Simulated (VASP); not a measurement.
# Mg2C3 (C2/m) in VASP: a series of runs

Mg2C3 is run at these levels: r2SCAN; tasks: single point, relaxation of cell and atoms.

Everything below comes from runs of VASP 6.6.1. Logs are shortened: lines on timing, memory, paths and dates and some standing lists are left out, and cuts for length are marked.

## (1) The cell of the first run

The structure is monoclinic, space group C2/m (No. 12). The conventional cell has a = 4.774 Å, b = 4.679 Å, c = 5.011 Å, α = 90.00°, β = 104.31°, γ = 90.00°. Mg (site symmetry m) has 11 C at 2.23 to 3.44 Å and 9 Mg at 3.02 to 3.34 Å within 3.5 Å. Within 1.8 Å of C (site symmetry m) lie 1 C at 1.32 Å. C (site symmetry 2/m) has 2 C at 1.32 Å within 1.8 Å.

## (2) Single point, r2SCAN

Input file POSCAR:

```
Mg2C3
1.0
    2.3870223790     -2.3394118729     -0.0063441741
    2.3870223790      2.3394118729     -0.0063441741
   -1.2253611782      0.0000000000      4.8584158892
Mg C
2 3
Direct
    0.8082382625      0.8082382625      0.1984312469
    0.1917617375      0.1917617375      0.8015687531
    0.3041690745      0.3041690745      0.2614645499
    0.6958309255      0.6958309255      0.7385354501
    0.5000000000      0.5000000000      0.5000000000
```

Input file INCAR.step1:

```
PREC = Accurate
ENCUT = 520
ISMEAR = 0
SIGMA = 0.02
LREAL = F
LASPH = T
NELM = 60
NBANDS = 16
GGA = PE
ALGO = Normal
EDIFF = 1E-4
LWAVE = T
LCHARG = F
```

Input file INCAR.step2:

```
PREC = Accurate
ENCUT = 520
EDIFF = 1E-7
ISMEAR = 0
SIGMA = 0.02
LREAL = F
LASPH = T
NELM = 60
ALGO = Normal
ISIF = 2
LWAVE = F
LCHARG = F
METAGGA = R2SCAN
LMIXTAU = T
NBANDS = 16
ISTART = 1
```

Input file KPOINTS:

```
Automatic mesh
0
Gamma
  8 8 6
```

Potentials or basis: VASP PAW PBE potentials, release 64 (Mg, C).

Launch:

```
cat potpaw_PBE.64/Mg/POTCAR potpaw_PBE.64/C/POTCAR > POTCAR
cp INCAR.step1 INCAR
mpirun -np 1 vasp_std > vasp.out
cp INCAR.step2 INCAR
mpirun -np 1 vasp_std > vasp.out
```

OUTCAR:

```text
PREC = Accurate
   ENCUT = 520
   EDIFF = 1E-7
   ISMEAR = 0
   LREAL = F
   LASPH = T
   NELM = 60
   ISIF = 2
   METAGGA = R2SCAN
   ISTART = 1

 ion  position               nearest neighbor table
   1  0.808  0.808  0.198-   4 2.23   3 2.31   5 2.36   3 2.36   3 2.36   3 2.50   5 2.81   5 2.81
                             2 3.02   2 3.03   2 3.03   2 3.12   2 3.12
   2  0.192  0.192  0.802-   3 2.23   4 2.31   5 2.36   4 2.36   4 2.36   4 2.50   5 2.81   5 2.81
                             1 3.02   1 3.03   1 3.03   1 3.12   1 3.12
   3  0.304  0.304  0.261-   5 1.32   2 2.23   1 2.31   1 2.36   1 2.36   1 2.50
   4  0.696  0.696  0.739-   5 1.32   1 2.23   2 2.31   2 2.36   2 2.36   2 2.50
   5  0.500  0.500  0.500-   3 1.32   4 1.32   1 2.36   2 2.36   2 2.81   2 2.81   1 2.81   1 2.81

  LATTYP: Found a base centered monoclinic cell.
 ALAT       =     4.7740616194
 B/A-ratio  =     0.9800509752
 C/A-ratio  =     1.0495382641
 COS(beta)  =    -0.2471319189

  Lattice vectors:

 A1 = (   2.3870223790,  -2.3394118729,  -0.0063441741)
 A2 = (   2.3870223790,   2.3394118729,  -0.0063441741)
 A3 = (  -1.2253611782,   0.0000000000,   4.8584158892)

Analysis of symmetry for initial positions (statically):
=====================================================================
 Subroutine PRICEL returns:
 Original cell was already a primitive cell.

 Routine SETGRP: Setting up the symmetry group for a
 base centered monoclinic supercell.

 Subroutine GETGRP returns: Found  4 space group operations
 (whereof  4 operations were pure point group operations)
 out of a pool of  4 trial point group operations.

The static configuration has the point symmetry C_2h.

Analysis of symmetry for dynamics (positions and initial velocities):
=====================================================================
 Subroutine PRICEL returns:
 Original cell was already a primitive cell.

 Routine SETGRP: Setting up the symmetry group for a
 base centered monoclinic supercell.

 Subroutine GETGRP returns: Found  4 space group operations
 (whereof  4 operations were pure point group operations)
 out of a pool of  4 trial point group operations.

The dynamic configuration has the point symmetry C_2h.

 Subroutine INISYM returns: Found  4 space group operations
 (whereof  4 operations are pure point group operations),
 and found     1 'primitive' translations

----------------------------------------------------------------------------------------

                                     Primitive cell

  volume of cell :      54.2246

  direct lattice vectors                    reciprocal lattice vectors
     2.387022379 -2.339411873 -0.006344174     0.209606493 -0.213728932  0.052865721
     2.387022379  2.339411873 -0.006344174     0.209606493  0.213728932  0.052865721
    -1.225361178  0.000000000  4.858415889     0.000547413  0.000000000  0.205966472

  length of vectors
     3.342269289  3.342269289  5.010560345     0.303989675  0.303989675  0.205967199

  position of ions in fractional coordinates (direct lattice)
     0.808238262  0.808238262  0.198431247
     0.191761738  0.191761738  0.801568753
     0.304169075  0.304169075  0.261464550
     0.695830925  0.695830925  0.738535450
     0.500000000  0.500000000  0.500000000

  ion indices of the primitive-cell ions
   primitive index   ion index
                 1           1
                 2           2
                 3           3
                 4           4
                 5           5

----------------------------------------------------------------------------------------

 KPOINTS: Automatic mesh

Automatic generation of k-mesh.
 Grid dimensions read from file:
 generate k-points for:    8    8    6

 Generating k-lattice:

  Cartesian coordinates                     Fractional coordinates (reciprocal lattice)
     0.026200812 -0.026716116  0.006608215     0.125000000  0.000000000  0.000000000
     0.026200812  0.026716116  0.006608215     0.000000000  0.125000000  0.000000000
     0.000091236  0.000000000  0.034327745    -0.000000000 -0.000000000  0.166666667

  Length of vectors
     0.037998709  0.037998709  0.034327867

  Shift w.r.t. Gamma in fractional coordinates (k-lattice)
     0.000000000  0.000000000  0.000000000

 Subroutine IBZKPT returns following result:
 ===========================================

 Found    114 irreducible k-points:

 Following reciprocal coordinates:
            Coordinates               Weight
  0.000000  0.000000  0.000000      1.000000
  0.125000  0.000000 -0.000000      4.000000
  0.250000  0.000000 -0.000000      4.000000
  0.375000 -0.000000 -0.000000      4.000000
  0.500000  0.000000 -0.000000      2.000000
  0.125000  0.125000  0.000000      2.000000
[... 16 lines left out ...]
  0.125000  0.000000  0.166667      4.000000
  0.250000  0.000000  0.166667      4.000000
 [... further k-points ...]
   k-points           NKPTS =    114   k-points in BZ     NKDIM =    114   number of bands    NBANDS=     16
   number of dos      NEDOS =    301   number of ions     NIONS =      5
   total plane-waves  NPLWV =  31360
   dimension x,y,z NGX =    28 NGY =   28 NGZ =   40
   dimension x,y,z NGXF=    56 NGYF=   56 NGZF=   80
   ions per type =               2   3
   NGX,Y,Z   is equivalent  to a cutoff of  13.93, 13.93, 13.27 a.u.
   NGXF,Y,Z  is equivalent  to a cutoff of  27.85, 27.85, 26.54 a.u.
 SYSTEM =  unknown system
   PREC   = accura    normal or accurate (medium, high low for compatibility)
   ISTART =      1    job   : 0-new  1-cont  2-samecut
   ICHARG =      0    charge: 1-file 2-atom 10-const
   ISPIN  =      1    spin polarized calculation?
   LNONCOLLINEAR =      F non collinear calculations
   LSORBIT =      F    spin-orbit coupling
   LASPH  =      T    aspherical Exc in radial PAW
   ENCUT  =  520.0 eV  38.22 Ry    6.18 a.u.   6.21  6.21  9.32*2*pi/ulx,y,z
   NELM   =     60;   NELMIN=  2; NELMDL=  0     # of ELM steps
   EDIFF  = 0.1E-06   stopping-criterion for ELM
   LREAL  =      F    real-space projection
   EDIFFG = 0.1E-05   stopping-criterion for IOM
   NSW    =      0    number of steps for IOM
   IBRION =     -1    ionic relax: 0-MD 1-quasi-New 2-CG
   NFREE  =      0    steps in history (QN), initial steepest desc. (CG)
   ISIF   =      2    stress and relaxation
   ISYM   =      2    0-nonsym 1-usesym 2-fastsym
   POTIM  = 0.5000    time-step for ionic-motion
   TEBEG  =    0.0;   TEEND  =   0.0 temperature during run
   PSTRESS=    0.0 pullay stress
   NELECT =      16.0000    total number of electrons
   NUPDOWN=      -1.0000    fix difference up-down
   EMIN   =  10.00;   EMAX   =-10.00  energy-range for DOS
   EFERMI =   0.00;   METHOD = LEGACY
   ISMEAR =     0;   SIGMA  =   0.02  broadening in eV -4-tet -1-fermi 0-gaus
   EFERMI_NEDOS =   21; number of points for ismear=-14 and -15
   IALGO  =     38    algorithm
   IMIX   =      4    mixing-type and parameters
     AMIX     =   0.40;   BMIX     =  1.00
     AMIX_MAG =   1.60;   BMIX_MAG =  1.00
  volume/ion in A,a.u.               =      10.84        73.19
  Fermi-wavevector in a.u.,A,eV,Ry     =   1.089890  2.059593 16.161815  1.187860
  Thomas-Fermi vector in A             =   2.226103
   LORBIT       =      0    0 simple, 1 ext, 2 COOP (PROOUT), +10 PAW based schemes
   METAGGA = R2SCAN    functional components
   LHFCALC =     F    Hartree Fock is set to
   AEXX    =    0.0000 exact exchange contribution
   IVDW    =     0    specifies the selected vdW correction
   LEPSILON=     F    determine dielectric tensor
   LRPA    =     F    only Hartree local field effects (RPA)
 non-spin polarized calculation
 Gauss-broadening in eV      SIGMA  =   0.02
  energy-cutoff  :      520.00
  volume of cell :       54.22
 maximum number of plane-waves:      1477
 NGX is ok and might be reduce to    28
   NGX = 13   NGY = 13   NGZ = 19

 number of electron      15.9999999 magnetization

 Free energy of the ion-electron system (eV)
  ---------------------------------------------------
  ext. energy  EPLUGINS =         0.00000000
  ---------------------------------------------------
  free energy    TOTEN  =       -37.61398558 eV

  energy without entropy =      -37.61398558  energy(sigma->0) =      -37.61398558

 E-fermi :   4.8695     XC(G=0): -10.9563

 val. band max:        4.6905522797   @ k =   0.0000   0.0000   0.5000
 cond. band min:       6.5654785908   @ k =   0.5000   0.5000   0.0000
 fundamental gap:      1.8749263111
 Fermi energy:         4.8695411746

 k-point     1 :       0.0000    0.0000    0.0000
  band No.  band energies     occupation
      1     -12.4530      2.00000
      2      -8.2906      2.00000
      3      -3.2619      2.00000
      4       0.3021      2.00000
      5       1.0464      2.00000
      6       1.3733      2.00000
[... 8 lines left out ...]
     15      14.5835      0.00000
     16      15.9160      0.00000

 k-point     2 :       0.1250    0.0000   -0.0000
  band No.  band energies     occupation
      1     -12.3689      2.00000
      2      -8.2760      2.00000
      3      -3.1257      2.00000
      4      -0.0530      2.00000
      5       0.7723      2.00000
      6       1.2653      2.00000
[... 8 lines left out ...]
     15      14.2900      0.00000
     16      15.9094      0.00000

 k-point     3 :       0.2500    0.0000   -0.0000
  band No.  band energies     occupation
      1     -12.1505      2.00000
      2      -8.2531      2.00000
      3      -2.7853      2.00000
      4      -0.9647      2.00000
      5       0.5234      2.00000
      6       1.1506      2.00000
[... 8 lines left out ...]
     15      14.1755      0.00000
     16      15.9105      0.00000
[... 362 lines left out ...]
 k-point    23 :       0.1250    0.0000    0.1667
  band No.  band energies     occupation
      1     -12.3209      2.00000
      2      -8.4619      2.00000
      3      -2.6486      2.00000
      4      -0.2938      2.00000
      5       0.6049      2.00000
      6       0.9648      2.00000
[... 8 lines left out ...]
     15      14.2641      0.00000
     16      16.3242      0.00000

 k-point    24 :       0.2500    0.0000    0.1667
  band No.  band energies     occupation
      1     -12.1022      2.00000
      2      -8.4239      2.00000
      3      -2.1134      2.00000
      4      -1.3396      2.00000
      5       0.0490      2.00000
      6       0.9582      2.00000
[... 8 lines left out ...]
     15      14.8877      0.00000
     16      15.7494      0.00000

 [... further k-points ...]
[... 5 lines left out ...]
  --------------------------------------------------------------------------------------
  -------------------------------------------------------------------------------------
  Total       -0.1597137     -0.2119845      0.0404301      0.0000000      0.0000000      0.1496558
  in kB       -4.7190667     -6.2635148      1.1945889      0.0000000      0.0000000      4.4218850
  external PRESSURE =      -3.2626642 kB  Pullay stress =       0.0000000 kB

 VOLUME and BASIS-vectors are now :
 -----------------------------------------------------------------------------
  energy-cutoff  :      520.00
  volume of cell :       54.22
      direct lattice vectors                 reciprocal lattice vectors
     2.387022379 -2.339411873 -0.006344174     0.209606493 -0.213728932  0.052865721
     2.387022379  2.339411873 -0.006344174     0.209606493  0.213728932  0.052865721
    -1.225361178  0.000000000  4.858415889     0.000547413  0.000000000  0.205966472

 POSITION                                       TOTAL-FORCE (eV/Angst)
 -----------------------------------------------------------------------------------
      3.61542      0.00000      0.95381        -0.002864      0.000000     -0.005929
     -0.06673      0.00000      3.89192         0.002864      0.000000      0.005929
      1.13173      0.00000      1.26644        -0.053152      0.000000     -0.099747
      2.41696      0.00000      3.57928         0.053152      0.000000      0.099747
      1.77434      0.00000      2.42286        -0.000000      0.000000      0.000000
 -----------------------------------------------------------------------------------
    total drift:                                0.000000      0.000000      0.000000

  FREE ENERGIE OF THE ION-ELECTRON SYSTEM (eV)
  ---------------------------------------------------
  free  energy   TOTEN  =       -37.6139855763 eV

  energy  without entropy=      -37.6139855763  energy(sigma->0) =      -37.61398558
```

Run time: 3.8 min. Hardware: 1 thread of Intel Xeon Platinum 8488C (Sapphire Rapids), shared host; peak memory 0.24 GiB.

Results:

| Quantity | Value |
| --- | --- |
| Free energy | -37.6140 eV |
| Pressure | -0.3 GPa |
| Largest force | 0.113 eV/Å |
| Band gap on the k mesh | 1.87 eV (least direct gap 2.65 eV) |

Forces on the atoms (eV/Å):
```
Mg  -0.003  0.000 -0.006
Mg   0.003  0.000  0.006
C   -0.053  0.000 -0.100
C    0.053  0.000  0.100
C    0.000  0.000  0.000
```

Stress tensor (GPa, compression positive):
```
-0.47  0.00  0.44
 0.00 -0.63  0.00
 0.44  0.00  0.12
```

Levels at points of the mesh, in eV from the valence-band top:
| k point | band 5 | band 6 | band 7 | band 8 | band 9 | band 10 | band 11 | band 12 |
| --- | --- | --- | --- | --- | --- | --- | --- | --- |
| (0.00, 0.00, 0.00) | -3.64 | -3.32 | -1.53 | -0.76 | 3.80 | 3.93 | 4.56 | 8.08 |
| (0.50, 0.00, 0.00) | -5.07 | -3.50 | -3.33 | -0.20 | 3.37 | 4.85 | 6.84 | 7.24 |
| (0.50, 0.50, 0.00) | -5.83 | -4.08 | -2.65 | -1.37 | 1.87 | 2.47 | 3.48 | 6.11 |
| (0.00, 0.00, 0.50) | -4.15 | -3.83 | -0.94 | 0.00 | 3.42 | 3.78 | 4.46 | 6.29 |
| (0.50, 0.00, 0.50) | -4.39 | -3.48 | -1.51 | -0.28 | 2.37 | 4.25 | 6.32 | 7.14 |
| (0.50, 0.50, 0.50) | -5.62 | -4.27 | -3.16 | -2.11 | 2.21 | 3.81 | 5.80 | 7.26 |

Caveat: the PAW data sets were made with another functional, which shifts forces and pressure a little. r2SCAN opens gaps a little over a GGA but as a rule still falls short of measured ones.

(Part 1 of 3 ends here.)
